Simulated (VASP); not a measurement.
# TaNb2O5 (P6/mmm) in VASP: single point with PBE

Aim: the single point of TaNb2O5 with PBE.

Everything below comes from runs of VASP 6.6.1. Logs are shortened: lines on timing, memory, paths and dates and some standing lists are left out, and cuts for length are marked.

### 1 The cell of the first run

The structure is hexagonal, space group P6/mmm (No. 191). Conventional cell: a = 3.732 Å, b = 3.732 Å, c = 10.070 Å, α = 90.00°, β = 90.00°, γ = 120.00°. Within 2.9 Å of Ta (site symmetry 6/mmm) lie 6 O at 2.15 Å. Nb (site symmetry 6mm) has 1 O at 1.76 Å within 2.3 Å. Within 2.9 Å of O (site symmetry -6m2) lie 3 Ta at 2.15 Å and 3 O at 2.15 Å. Within 2.9 Å of O (site symmetry -6m2) lie 6 O at 2.15 Å and 6 Nb at 2.78 Å. Within 2.3 Å of O (site symmetry 6/mmm) lie 2 Nb at 1.76 Å and 6 O at 2.15 Å.

The cell was generated, and may not be a known phase.

### 2 Single point, PBE

The input, INCAR:

```
SYSTEM = TaNb2O5
ALGO = Normal
EDIFF = 1E-6
ENCUT = 700
GGA = PE
GGA_COMPAT = .False.
ISIF = 2
ISMEAR = 0
LASPH = .True.
LCHARG = .False.
LREAL = .False.
LWAVE = .False.
NBANDS = 44
NELM = 120
PREC = Accurate
SIGMA = 0.15
```

The input, KPOINTS:

```
k-points
0
Gamma
  4 4 2
  0 0 0
```

The input, POSCAR:

```
TaNb2O5
1.0
    3.7323447064     -0.0000000027      0.0000000000
   -1.8661723508      3.2323053328      0.0000000000
    0.0000000000      0.0000000000     10.0698961816
Ta Nb O
1 2 5
Direct
    0.0000000000      0.0000000000      0.5000000000
    0.0000000000      0.0000000000      0.1750405153
    0.0000000000      0.0000000000      0.8249594847
    0.3333333333      0.6666666667      0.5000000000
    0.6666666667      0.3333333333      0.5000000000
    0.3333333333      0.6666666667      0.0000000000
    0.6666666667      0.3333333333      0.0000000000
    0.0000000000      0.0000000000      0.0000000000
```

Potentials or basis: VASP PAW PBE potentials, release 64 (Ta_sv_GW, Nb_sv, O).

Started as:

```bash
> cat potpaw_PBE.64/Ta_sv_GW/POTCAR potpaw_PBE.64/Nb_sv/POTCAR potpaw_PBE.64/O/POTCAR > POTCAR
> mpirun -np 1 vasp_std > vasp.out
```

OUTCAR:

```text
SYSTEM = TaNb2O5
   EDIFF = 1E-6
   ENCUT = 700
   GGA = PE
   ISIF = 2
   ISMEAR = 0
   LASPH = .True.
   LREAL = .False.
   NELM = 120
   PREC = Accurate

 ion  position               nearest neighbor table
   1  0.000  0.000  0.500-   4 2.15   5 2.15   4 2.15   5 2.15   5 2.15   4 2.15
   2  0.000  0.000  0.175-   8 1.76
   3  0.000  0.000  0.825-   8 1.76
   4  0.333  0.667  0.500-   1 2.15   1 2.15   1 2.15
   5  0.667  0.333  0.500-   1 2.15   1 2.15   1 2.15
   6  0.333  0.667  0.000-
   7  0.667  0.333  0.000-
   8  0.000  0.000  0.000-   2 1.76   3 1.76

  LATTYP: Found a hexagonal cell.
 ALAT       =     3.7323447064
 C/A-ratio  =     2.6980080817

  Lattice vectors:

 A1 = (   3.7323447064,  -0.0000000027,   0.0000000000)
 A2 = (  -1.8661723508,   3.2323053328,   0.0000000000)
 A3 = (   0.0000000000,   0.0000000000,  10.0698961816)

Analysis of symmetry for initial positions (statically):
=====================================================================
 Subroutine PRICEL returns:
 Original cell was already a primitive cell.

 Routine SETGRP: Setting up the symmetry group for a
 hexagonal supercell.

 Subroutine GETGRP returns: Found 24 space group operations
 (whereof 24 operations were pure point group operations)
 out of a pool of 24 trial point group operations.

The static configuration has the point symmetry D_6h.

Analysis of symmetry for dynamics (positions and initial velocities):
=====================================================================
 Subroutine PRICEL returns:
 Original cell was already a primitive cell.

 Routine SETGRP: Setting up the symmetry group for a
 hexagonal supercell.

 Subroutine GETGRP returns: Found 24 space group operations
 (whereof 24 operations were pure point group operations)
 out of a pool of 24 trial point group operations.

The dynamic configuration has the point symmetry D_6h.

 Subroutine INISYM returns: Found 24 space group operations
 (whereof 24 operations are pure point group operations),
 and found     1 'primitive' translations

----------------------------------------------------------------------------------------

                                     Primitive cell

  volume of cell :     121.4840

  direct lattice vectors                    reciprocal lattice vectors
     3.732344706 -0.000000003  0.000000000     0.267928093  0.154688356  0.000000000
    -1.866172351  3.232305333  0.000000000     0.000000000  0.309376713  0.000000000
     0.000000000  0.000000000 10.069896182     0.000000000  0.000000000  0.099305890

  length of vectors
     3.732344706  3.732344706 10.069896182     0.309376713  0.309376713  0.099305890

  position of ions in fractional coordinates (direct lattice)
     0.000000000  0.000000000  0.500000000
     0.000000000  0.000000000  0.175040515
     0.000000000  0.000000000  0.824959485
     0.333333333  0.666666667  0.500000000
     0.666666667  0.333333333  0.500000000
     0.333333333  0.666666667  0.000000000
     0.666666667  0.333333333  0.000000000
     0.000000000  0.000000000  0.000000000

  ion indices of the primitive-cell ions
   primitive index   ion index
                 1           1
                 2           2
                 3           3
                 4           4
                 5           5
                 6           6
                 7           7
                 8           8

----------------------------------------------------------------------------------------

 KPOINTS: k-points

Automatic generation of k-mesh.
 Grid dimensions read from file:
 generate k-points for:    4    4    2

 Generating k-lattice:

  Cartesian coordinates                     Fractional coordinates (reciprocal lattice)
     0.066982023  0.038672089  0.000000000     0.250000000  0.000000000  0.000000000
     0.000000000  0.077344178  0.000000000     0.000000000  0.250000000  0.000000000
     0.000000000  0.000000000  0.049652945     0.000000000  0.000000000  0.500000000

  Length of vectors
     0.077344178  0.077344178  0.049652945

  Shift w.r.t. Gamma in fractional coordinates (k-lattice)
     0.000000000  0.000000000  0.000000000

 Subroutine IBZKPT returns following result:
 ===========================================

 Found      8 irreducible k-points:

 Following reciprocal coordinates:
            Coordinates               Weight
  0.000000  0.000000  0.000000      1.000000
  0.250000  0.000000  0.000000      6.000000
  0.500000  0.000000  0.000000      3.000000
  0.250000  0.250000  0.000000      6.000000
  0.000000  0.000000  0.500000      1.000000
  0.250000  0.000000  0.500000      6.000000
  0.500000  0.000000  0.500000      3.000000
  0.250000  0.250000  0.500000      6.000000
   k-points           NKPTS =      8   k-points in BZ     NKDIM =      8   number of bands    NBANDS=     44
   number of dos      NEDOS =    301   number of ions     NIONS =      8
   total plane-waves  NPLWV =  92160
   dimension x,y,z NGX =    32 NGY =   32 NGZ =   90
   dimension x,y,z NGXF=    64 NGYF=   64 NGZF=  180
   ions per type =               1   2   5
   NGX,Y,Z   is equivalent  to a cutoff of  14.25, 14.25, 14.86 a.u.
   NGXF,Y,Z  is equivalent  to a cutoff of  28.51, 28.51, 29.72 a.u.
 SYSTEM =  TaNb2O5
   PREC   = accura    normal or accurate (medium, high low for compatibility)
   ISTART =      0    job   : 0-new  1-cont  2-samecut
   ICHARG =      2    charge: 1-file 2-atom 10-const
   ISPIN  =      1    spin polarized calculation?
   LNONCOLLINEAR =      F non collinear calculations
   LSORBIT =      F    spin-orbit coupling
   LASPH  =      T    aspherical Exc in radial PAW
   ENCUT  =  700.0 eV  51.45 Ry    7.17 a.u.   8.05  8.05 21.72*2*pi/ulx,y,z
   NELM   =    120;   NELMIN=  2; NELMDL= -5     # of ELM steps
   EDIFF  = 0.1E-05   stopping-criterion for ELM
   LREAL  =      F    real-space projection
   EDIFFG = 0.1E-04   stopping-criterion for IOM
   NSW    =      0    number of steps for IOM
   IBRION =     -1    ionic relax: 0-MD 1-quasi-New 2-CG
   NFREE  =      0    steps in history (QN), initial steepest desc. (CG)
   ISIF   =      2    stress and relaxation
   ISYM   =      2    0-nonsym 1-usesym 2-fastsym
   POTIM  = 0.5000    time-step for ionic-motion
   TEBEG  =    0.0;   TEEND  =   0.0 temperature during run
   PSTRESS=    0.0 pullay stress
   NELECT =      69.0000    total number of electrons
   NUPDOWN=      -1.0000    fix difference up-down
   EMIN   =  10.00;   EMAX   =-10.00  energy-range for DOS
   EFERMI =   0.00;   METHOD = LEGACY
   ISMEAR =     0;   SIGMA  =   0.15  broadening in eV -4-tet -1-fermi 0-gaus
   EFERMI_NEDOS =   21; number of points for ismear=-14 and -15
   IALGO  =     38    algorithm
   IMIX   =      4    mixing-type and parameters
     AMIX     =   0.40;   BMIX     =  1.00
     AMIX_MAG =   1.60;   BMIX_MAG =  1.00
  volume/ion in A,a.u.               =      15.19       102.48
  Fermi-wavevector in a.u.,A,eV,Ry     =   1.355766  2.562027 25.008898  1.838102
  Thomas-Fermi vector in A             =   2.482826
   LORBIT       =      0    0 simple, 1 ext, 2 COOP (PROOUT), +10 PAW based schemes
   GGA     = PE    functional components
   LHFCALC =     F    Hartree Fock is set to
   AEXX    =    0.0000 exact exchange contribution
   IVDW    =     0    specifies the selected vdW correction
   LEPSILON=     F    determine dielectric tensor
   LRPA    =     F    only Hartree local field effects (RPA)
 non-spin polarized calculation
 Gauss-broadening in eV      SIGMA  =   0.15
  energy-cutoff  :      700.00
  volume of cell :      121.48
 maximum number of plane-waves:      5152
   NGX = 17   NGY = 17   NGZ = 43

 number of electron      68.9999992 magnetization

 Free energy of the ion-electron system (eV)
  ---------------------------------------------------
  ext. energy  EPLUGINS =         0.00000000
  ---------------------------------------------------
  free energy    TOTEN  =       -58.17744291 eV

  energy without entropy =      -58.08645860  energy(sigma->0) =      -58.13195075

 E-fermi :   5.5177     XC(G=0): -10.6474

 val. band max:        5.4750222012   @ k =   0.2500   0.2500   0.0000
 cond. band min:       5.5283187063   @ k =   0.0000   0.0000   0.0000
 fundamental gap:      0.0532965051
 Fermi energy:         5.5177017839

 k-point     1 :       0.0000    0.0000    0.0000
  band No.  band energies     occupation
      1     -63.0716      2.00000
      2     -50.6401      2.00000
      3     -50.6312      2.00000
      4     -29.5324      2.00000
      5     -29.2576      2.00000
      6     -29.2576      2.00000
[... 36 lines left out ...]
     43       7.5299      0.00000
     44       8.1356      0.00000

 k-point     2 :       0.2500    0.0000    0.0000
  band No.  band energies     occupation
      1     -63.0700      2.00000
      2     -50.6371      2.00000
      3     -50.6283      2.00000
      4     -29.5274      2.00000
      5     -29.3430      2.00000
      6     -29.2738      2.00000
[... 36 lines left out ...]
     43       7.7157      0.00000
     44       8.0067      0.00000

 k-point     3 :       0.5000    0.0000    0.0000
  band No.  band energies     occupation
      1     -63.0684      2.00000
      2     -50.6341      2.00000
      3     -50.6254      2.00000
      4     -29.5224      2.00000
      5     -29.4261      2.00000
      6     -29.2899      2.00000
[... 36 lines left out ...]
     43       8.4510      0.00000
     44       8.5569      0.00000

 k-point     4 :       0.2500    0.2500    0.0000
  band No.  band energies     occupation
      1     -63.0685      2.00000
      2     -50.6341      2.00000
      3     -50.6254      2.00000
      4     -29.5224      2.00000
      5     -29.3926      2.00000
      6     -29.3243      2.00000
[... 130 lines left out ...]
     43       7.4867      0.00000
     44       7.7034      0.00000

 k-point     7 :       0.5000    0.0000    0.5000
  band No.  band energies     occupation
      1     -63.0685      2.00000
      2     -50.6341      2.00000
      3     -50.6254      2.00000
      4     -29.5226      2.00000
      5     -29.4262      2.00000
      6     -29.2899      2.00000
[... 36 lines left out ...]
     43       8.3089      0.00000
     44       9.0239      0.00000

 k-point     8 :       0.2500    0.2500    0.5000
  band No.  band energies     occupation
      1     -63.0685      2.00000
      2     -50.6341      2.00000
      3     -50.6254      2.00000
      4     -29.5226      2.00000
      5     -29.3926      2.00000
      6     -29.3243      2.00000
[... 36 lines left out ...]
     43       8.3015      0.00000
     44       8.4943      0.00000

------------------------ aborting loop because EDIFF is reached ----------------------------------------

  FORCE on cell =-STRESS in cart. coord.  units (eV):
  Direction    XX          YY          ZZ          XY          YZ          ZX
  --------------------------------------------------------------------------------------
  -------------------------------------------------------------------------------------
  Total       -0.2772234     -0.2772234     -0.0648045     -0.0000000      0.0000000     -0.0000000
  in kB       -3.6561278     -3.6561278     -0.8546662     -0.0000000      0.0000000     -0.0000000
  external PRESSURE =      -2.7223072 kB  Pullay stress =       0.0000000 kB

 VOLUME and BASIS-vectors are now :
 -----------------------------------------------------------------------------
  energy-cutoff  :      700.00
  volume of cell :      121.48
      direct lattice vectors                 reciprocal lattice vectors
     3.732344706 -0.000000003  0.000000000     0.267928093  0.154688356  0.000000000
    -1.866172351  3.232305333  0.000000000     0.000000000  0.309376713  0.000000000
     0.000000000  0.000000000 10.069896182     0.000000000  0.000000000  0.099305890

 POSITION                                       TOTAL-FORCE (eV/Angst)
 -----------------------------------------------------------------------------------
      0.00000      0.00000      5.03495         0.000000     -0.000000     -0.000000
      0.00000      0.00000      1.76264        -0.000000     -0.000000     -0.005379
      0.00000      0.00000      8.30726        -0.000000      0.000000      0.005379
      0.00000      2.15487      5.03495        -0.000000     -0.000000     -0.000000
      1.86617      1.07744      5.03495         0.000000      0.000000     -0.000000
      0.00000      2.15487      0.00000         0.000000      0.000000     -0.000000
      1.86617      1.07744      0.00000        -0.000000     -0.000000     -0.000000
      0.00000      0.00000      0.00000         0.000000     -0.000000     -0.000000
 -----------------------------------------------------------------------------------
    total drift:                               -0.000000      0.000000     -0.000000

  FREE ENERGIE OF THE ION-ELECTRON SYSTEM (eV)
  ---------------------------------------------------
  free  energy   TOTEN  =       -58.1774429063 eV

  energy  without entropy=      -58.0864586033  energy(sigma->0) =      -58.13195075
```

Run time: 2.1 min. Hardware: 1 thread of AMD EPYC 7R43 (Zen 3), shared host; peak memory 0.28 GiB.

Results:

| Item | Value |
| --- | --- |
| Free energy | -58.1774 eV |
| Pressure | -0.3 GPa |
| Largest force | 0.005 eV/Å |
| Band gap on the k mesh | zero (an odd number of electrons rules out a gap without spin polarisation) |

Forces on the atoms (eV/Å):
```
Ta   0.000  0.000  0.000
Nb   0.000  0.000 -0.005
Nb   0.000  0.000  0.005
O    0.000  0.000  0.000
O    0.000  0.000  0.000
O    0.000  0.000  0.000
O    0.000  0.000  0.000
O    0.000  0.000  0.000
```

Stress tensor (GPa, compression positive):
```
-0.37  0.00  0.00
 0.00 -0.37  0.00
 0.00  0.00 -0.09
```

Levels at points of the mesh, in eV from the Fermi level:
```tsv
k point	band 31	band 32	band 33	band 34	band 35	band 36	band 37	band 38
(0.00, 0.00, 0.00)	-0.25	-0.25	-0.13	-0.13	0.01	0.41	0.41	0.42
(0.50, 0.00, 0.00)	-0.92	-0.64	-0.44	-0.22	0.03	0.08	0.43	0.72
(0.00, 0.00, 0.50)	-0.27	-0.27	-0.13	-0.13	0.41	0.41	0.61	0.61
(0.50, 0.00, 0.50)	-0.82	-0.64	-0.40	-0.30	-0.22	0.34	0.57	1.02
```

Caveat: the k points lie up to 0.49 Å⁻¹ apart, too coarse for converged energies and pressures of a metal; spin-orbit coupling is left out, which moves the levels of the heavy elements; an odd number of electrons without spin polarisation forces a metal; a magnetic or distorted state may lie lower.

The gap in the log of VASP goes by the Fermi energy; the results here count the filled bands.